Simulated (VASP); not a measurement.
# Zn (Im-3m) in VASP: further runs

Zn is run at these levels: LDA; tasks: single point, relaxation of cell and atoms.

All numbers are computed with VASP 6.6.1; they aren't measurements. Logs are shortened: lines on timing, memory, paths and dates and some standing lists are left out, and cuts for length are marked.

## (1) The cell of the first run

It takes space group Im-3m (No. 229, cubic). Conventional cell: a = 3.016 Å, b = 3.016 Å, c = 3.016 Å, α = 90.00°, β = 90.00°, γ = 90.00°. Within 3.4 Å of Zn (site symmetry m-3m) lie 14 Zn at 2.61 to 3.02 Å.

## (2) Single point, LDA

The input, INCAR:

```
PREC = Accurate
ENCUT = 520
EDIFF = 1E-7
ISMEAR = 1
SIGMA = 0.1
LREAL = F
LASPH = T
NELM = 80
ALGO = Normal
ISIF = 2
LWAVE = F
LCHARG = T
LELF = T
LVHAR = T
NBANDS = 12
```

The input, KPOINTS:

```
Automatic mesh
0
Gamma
  19 19 19
```

The input, POSCAR:

```
Zn
1.0
   -1.5078233803      1.5078233803      1.5078233803
    1.5078233803     -1.5078233803      1.5078233803
    1.5078233803      1.5078233803     -1.5078233803
Zn
1
Direct
    0.0000000000      0.0000000000      0.0000000000
```

Potentials or basis: VASP PAW LDA potentials, release 64 (Zn).

The run is started by

```
$ cat potpaw_LDA.64/Zn/POTCAR > POTCAR
$ mpirun -np 1 vasp_std > vasp.out
```

OUTCAR:

```text
PREC = Accurate
   ENCUT = 520
   EDIFF = 1E-7
   ISMEAR = 1
   LREAL = F
   LASPH = T
   NELM = 80
   ISIF = 2

 ion  position               nearest neighbor table
   1  0.000  0.000  0.000-

  LATTYP: Found a body centered cubic cell.
 ALAT       =     3.0156467606

  Lattice vectors:

 A1 = (  -1.5078233803,   1.5078233803,   1.5078233803)
 A2 = (   1.5078233803,  -1.5078233803,   1.5078233803)
 A3 = (   1.5078233803,   1.5078233803,  -1.5078233803)

Analysis of symmetry for initial positions (statically):
=====================================================================
 Subroutine PRICEL returns:
 Original cell was already a primitive cell.

 Routine SETGRP: Setting up the symmetry group for a
 body centered cubic supercell.

 Subroutine GETGRP returns: Found 48 space group operations
 (whereof 48 operations were pure point group operations)
 out of a pool of 48 trial point group operations.

The static configuration has the point symmetry O_h .

Analysis of symmetry for dynamics (positions and initial velocities):
=====================================================================
 Subroutine PRICEL returns:
 Original cell was already a primitive cell.

 Routine SETGRP: Setting up the symmetry group for a
 body centered cubic supercell.

 Subroutine GETGRP returns: Found 48 space group operations
 (whereof 48 operations were pure point group operations)
 out of a pool of 48 trial point group operations.

The dynamic configuration has the point symmetry O_h .

 Subroutine INISYM returns: Found 48 space group operations
 (whereof 48 operations are pure point group operations),
 and found     1 'primitive' translations

----------------------------------------------------------------------------------------

                                     Primitive cell

  volume of cell :      13.7123

  direct lattice vectors                    reciprocal lattice vectors
    -1.507823380  1.507823380  1.507823380     0.000000000  0.331603825  0.331603825
     1.507823380 -1.507823380  1.507823380     0.331603825  0.000000000  0.331603825
     1.507823380  1.507823380 -1.507823380     0.331603825  0.331603825  0.000000000

  length of vectors
     2.611626704  2.611626704  2.611626704     0.468958626  0.468958626  0.468958626

  position of ions in fractional coordinates (direct lattice)
     0.000000000  0.000000000  0.000000000

  ion indices of the primitive-cell ions
   primitive index   ion index
                 1           1

[... 73 lines left out ...]
   EDIFFG = 0.1E-05   stopping-criterion for IOM
   NSW    =      0    number of steps for IOM
   IBRION =     -1    ionic relax: 0-MD 1-quasi-New 2-CG
   NFREE  =      0    steps in history (QN), initial steepest desc. (CG)
   ISIF   =      2    stress and relaxation
   ISYM   =      2    0-nonsym 1-usesym 2-fastsym
   POTIM  = 0.5000    time-step for ionic-motion
   TEBEG  =    0.0;   TEEND  =   0.0 temperature during run
   PSTRESS=    0.0 pullay stress
   NELECT =      12.0000    total number of electrons
   NUPDOWN=      -1.0000    fix difference up-down
   EMIN   =  10.00;   EMAX   =-10.00  energy-range for DOS
   EFERMI =   0.00;   METHOD = LEGACY
   ISMEAR =     1;   SIGMA  =   0.10  broadening in eV -4-tet -1-fermi 0-gaus
   EFERMI_NEDOS =   21; number of points for ismear=-14 and -15
   IALGO  =     38    algorithm
   IMIX   =      4    mixing-type and parameters
     AMIX     =   0.40;   BMIX     =  1.00
     AMIX_MAG =   1.60;   BMIX_MAG =  1.00
  volume/ion in A,a.u.               =      13.71        92.54
  Fermi-wavevector in a.u.,A,eV,Ry     =   1.565903  2.959127 33.362183  2.452051
  Thomas-Fermi vector in A             =   2.668310
   LORBIT       =      0    0 simple, 1 ext, 2 COOP (PROOUT), +10 PAW based schemes
   GGA     = CA    functional components
   LHFCALC =     F    Hartree Fock is set to
   AEXX    =    0.0000 exact exchange contribution
   IVDW    =     0    specifies the selected vdW correction
   LEPSILON=     F    determine dielectric tensor
   LRPA    =     F    only Hartree local field effects (RPA)
 non-spin polarized calculation
 Methfessel and Paxton  Order N= 1 SIGMA  =   0.10
  energy-cutoff  :      520.00
  volume of cell :       13.71
 maximum number of plane-waves:       378
   NGX =  9   NGY =  9   NGZ =  9

 number of electron      11.9999984 magnetization

 Free energy of the ion-electron system (eV)
  ---------------------------------------------------
  ext. energy  EPLUGINS =         0.00000000
  ---------------------------------------------------
  free energy    TOTEN  =        -1.77430179 eV

  energy without entropy =       -1.77397687  energy(sigma->0) =       -1.77419348

 E-fermi :   3.9184     XC(G=0): -12.4617

 val. band max:        3.9183117807   @ k =   0.3684   0.1579   0.0526
 cond. band min:       3.9413333360   @ k =  -0.4211   0.4737   0.3158
 fundamental gap:      0.0230215553
 Fermi energy:         3.9183997040

 k-point     1 :       0.0000    0.0000    0.0000
  band No.  band energies     occupation
      1      -7.5720      2.00000
      2      -4.4242      2.00000
      3      -4.4242      2.00000
      4      -4.4242      2.00000
      5      -3.8023      2.00000
      6      -3.8023      2.00000
      7      24.5578      0.00000
      8      24.5578      0.00000
      9      24.5578      0.00000
     10      25.6698      0.00000
     11      25.6698      0.00000
     12      25.6698      0.00000
[... 331 lines left out ...]
 k-point    24 :       0.3158    0.1053    0.0000
  band No.  band energies     occupation
      1      -5.1153      2.00000
      2      -4.7160      2.00000
      3      -3.9265      2.00000
      4      -3.8592      2.00000
      5      -3.6821      2.00000
      6      -1.8583      2.00000
      7       7.3136      0.00000
      8      13.9690      0.00000
      9      17.0005      0.00000
     10      22.1788      0.00000
     11      25.1230      0.00000
     12      28.4823      0.00000

 [... further k-points ...]
[... 5 lines left out ...]
  --------------------------------------------------------------------------------------
  -------------------------------------------------------------------------------------
  Total        0.0492555      0.0492555      0.0492555     -0.0000000     -0.0000000      0.0000000
  in kB        5.7551152      5.7551152      5.7551152     -0.0000000     -0.0000000      0.0000000
  external PRESSURE =       5.7551152 kB  Pullay stress =       0.0000000 kB

 VOLUME and BASIS-vectors are now :
 -----------------------------------------------------------------------------
  energy-cutoff  :      520.00
  volume of cell :       13.71
      direct lattice vectors                 reciprocal lattice vectors
    -1.507823380  1.507823380  1.507823380     0.000000000  0.331603825  0.331603825
     1.507823380 -1.507823380  1.507823380     0.331603825  0.000000000  0.331603825
     1.507823380  1.507823380 -1.507823380     0.331603825  0.331603825  0.000000000

 POSITION                                       TOTAL-FORCE (eV/Angst)
 -----------------------------------------------------------------------------------
      0.00000      0.00000      0.00000         0.000000      0.000000     -0.000000
 -----------------------------------------------------------------------------------
    total drift:                                0.000000     -0.000000      0.000000

  FREE ENERGIE OF THE ION-ELECTRON SYSTEM (eV)
  ---------------------------------------------------
  free  energy   TOTEN  =        -1.7743017901 eV

  energy  without entropy=       -1.7739768735  energy(sigma->0) =       -1.77419348
```

OSZICAR:

```text
N       E                     dE             d eps       ncg     rms          rms(c)
DAV:   1     0.421732963219E+02    0.42173E+02   -0.66355E+03  5428   0.163E+03
DAV:   2    -0.683193978177E+00   -0.42856E+02   -0.39835E+02  5484   0.219E+02
DAV:   3    -0.191986793283E+01   -0.12367E+01   -0.12338E+01  6028   0.365E+01
DAV:   4    -0.192258653426E+01   -0.27186E-02   -0.27185E-02  5864   0.163E+00
DAV:   5    -0.192258837759E+01   -0.18433E-05   -0.18436E-05  5932   0.418E-02    0.363E+00
DAV:   6    -0.179001844615E+01    0.13257E+00   -0.66791E-01  5904   0.169E+01    0.262E+00
DAV:   7    -0.177911994725E+01    0.10898E-01   -0.14629E-02  5824   0.245E+00    0.132E+00
DAV:   8    -0.177431607882E+01    0.48039E-02   -0.16802E-03  6684   0.557E-01    0.275E-02
DAV:   9    -0.177430166330E+01    0.14416E-04   -0.96340E-05  8008   0.156E-01    0.220E-02
DAV:  10    -0.177430179420E+01   -0.13090E-06   -0.68226E-06  5568   0.450E-02    0.999E-04
DAV:  11    -0.177430179011E+01    0.40893E-08   -0.54669E-08  3936   0.388E-03
   1 F= -.17743018E+01 E0= -.17741935E+01  d E =-.324917E-03
```

Run time: 11 s. Hardware: 1 thread of Intel Xeon 6975P-C (Granite Rapids), shared host; peak memory 0.14 GiB.

What came out:

```yaml
Free_energy: -1.7743 eV
Pressure: 0.6 GPa
Band_gap_on_the_k_mesh: zero (band 6 reaches 7.68 eV, above the bottom of band 7 at 3.00 eV)
```

Levels at points of the mesh, in eV from the Fermi level:
```csv
k point,band 4,band 5,band 6,band 7,band 8,band 9
"(0.00, 0.00, 0.00)",-8.34,-7.72,-7.72,20.64,20.64,20.64
```

(Continued in part 2 of 2.)
